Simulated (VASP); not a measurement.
Write the native input for VASP 6.6.1 that does the following.

* Task: single point
* Functional: PBE
* Potentials or basis: VASP PAW PBE potentials, release 64 (Sc_sv, S)
* Cutoff: 520 eV
* k mesh: 6 × 6 × 6
* Occupations: gaussian, width 0.1 eV
* Spin: no spin polarisation
* Dipole correction: no
* Further INCAR settings: ALGO = Normal; EDIFF = 1e-06; NBANDS = 26

The structure of ScS4 lies in POSCAR:

```
ScS4
1.0
   -2.2390394400      2.2390394400      5.9329505200
    2.2390394400     -2.2390394400      5.9329505200
    2.2390394400      2.2390394400     -5.9329505200
Sc S
1 4
Direct
    0.0000000000      0.0000000000      0.0000000000
    0.3810000100      0.3810000100      0.0000000000
    0.6189999900      0.6189999900      0.0000000000
    0.7500000000      0.2500000000      0.5000000000
    0.2500000000      0.7500000000      0.5000000000
```

The cell was generated, and may not be a known phase.

One way to write it, as run:

INCAR

```
PREC = Accurate
ENCUT = 520
EDIFF = 1E-6
ISMEAR = 0
SIGMA = 0.1
LREAL = False
LASPH = True
NELM = 80
ALGO = Normal
ISIF = 2
LWAVE = False
LCHARG = False
GGA = PE
NBANDS = 26
```

KPOINTS

```
regular mesh
0
Gamma
  6 6 6
```

Potentials or basis: VASP PAW PBE potentials, release 64 (Sc_sv, S).

Command:

```console
$ cat potpaw_PBE.64/Sc_sv/POTCAR potpaw_PBE.64/S/POTCAR > POTCAR
$ mpirun -np 1 vasp_std > vasp.out
```

Results of the run:

- Pressure: -9.1 GPa
- Largest force: 0.979 eV/Å
- Band gap on the k mesh: zero (an odd number of electrons rules out a gap without spin polarisation)

Caveat: the cell stands under tension; an odd number of electrons without spin polarisation forces a metal; a magnetic or distorted state may lie lower.

It took 8.3 min on 1 thread of Oxide Virtual Turin-like Processor, with other jobs on the host, peak memory 0.35 GiB.
